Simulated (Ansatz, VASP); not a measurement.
# K3I2Br: VASP beside Ansatz

```
CELL_PARAMETERS angstrom
4.82880 0.00000 0.00000
-2.41440 4.18186 0.00000
0.00000 0.00000 11.56804
ATOMIC_POSITIONS crystal
K 0.00000 0.00000 0.50000
K 0.33333 0.66667 0.15010
K 0.66667 0.33333 0.84990
I 0.33333 0.66667 0.67502
I 0.66667 0.33333 0.32498
Br 0.00000 0.00000 0.00000
```

Alike in both runs: functional LDA; k mesh 6 × 6 × 2; occupations gaussian, width 0.05 eV; no spin polarisation.

Ansatz relaxed the structure, and its values are those at the end. VASP's run is a single point on that final structure, the one shown.

|  | VASP | Ansatz |
| --- | --- | --- |
| version | VASP 6.6.1 | Ansatz 0.2.0 |
| potentials or method | VASP PAW LDA potentials, release 64 (K_sv, I, Br), cutoff 520 eV | scalar-relativistic, plane waves, PAW |
| valence electrons in the cell | 48 | 68 |

|  | VASP | Ansatz | Ansatz less VASP |
| --- | --- | --- | --- |
| gap on the k mesh at the Fermi level (eV) | 3.67 | 3.66 | -0.008 |
| least direct gap on the mesh (eV) | 3.67 | 3.66 | -0.008 |
| pressure (GPa) | -0.7 | -0.8 | -0.05 |
| rms of the force components (eV/Å) | 0.003 | 0.003 | +0.0003 |

LDA's correlation is that of Perdew and Zunger in VASP and of Perdew and Wang (1992) in Ansatz. VASP's potentials hold 48 valence electrons a cell and Ansatz's 68, so a difference there can come from the potentials and not from the codes. Ansatz's warnings: stress scf threshold loose.

Spin-orbit coupling is off throughout.
